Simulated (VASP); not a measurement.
Here is a VASP 6.6.1 calculation.

Contents of INCAR:

```
SYSTEM = Ge
PREC     = Accurate       ! precision mode
ENCUT    = 520            ! plane-wave cutoff, eV
EDIFF    = 1E-6           ! SCF threshold, eV
ISMEAR   = 0              ! smearing method
SIGMA    = 0.15           ! smearing width, eV
LREAL    = .False.        ! projectors in reciprocal space
LASPH    = .True.         ! aspherical terms in the spheres
NELM     = 80             ! most SCF steps
ALGO     = Normal         ! electronic algorithm
ISIF     = 2              ! what is computed and relaxed
LWAVE    = .False.        ! write WAVECAR
LCHARG   = .False.        ! write CHGCAR
GGA      = PS             ! functional
NBANDS   = 21             ! bands
```

KPOINTS

```
regular mesh
0
Gamma
  18 18 18
  0 0 0
```

The input POSCAR:

```
Ge
1.0
    0.0000000000      2.7953125156      2.8378807265
    2.7953125156      0.0000000000      2.8378807265
    2.7953125156      2.7953125156      0.0000000000
Ge
2
Direct
    0.5000000000      0.5000000000      0.5000000000
    0.7500000000      0.7500000000      0.7500000000
```

Potentials or basis: VASP PAW PBE potentials, release 64 (Ge_d).

Command:

```bash
$ cat potpaw_PBE.64/Ge_d/POTCAR > POTCAR
$ mpirun -np 1 vasp_std > vasp.out
```

Question: Estimate the band gap on the k mesh.

Answer: 0.14 eV.

Question: Estimate the pressure.

Answer: 2.1 GPa.

Stress tensor (GPa, compression positive):
```
2.48 0.00 0.00
0.00 2.48 0.00
0.00 0.00 1.35
```

Caveat: the cell differs from its parent crystal (strain -0.015 along x and y, +0.000 along z); semilocal functionals underestimate gaps, and a narrow one can read as zero; the PAW data sets were made with another functional, which shifts forces and pressure a little. A k mesh can miss the band edges.
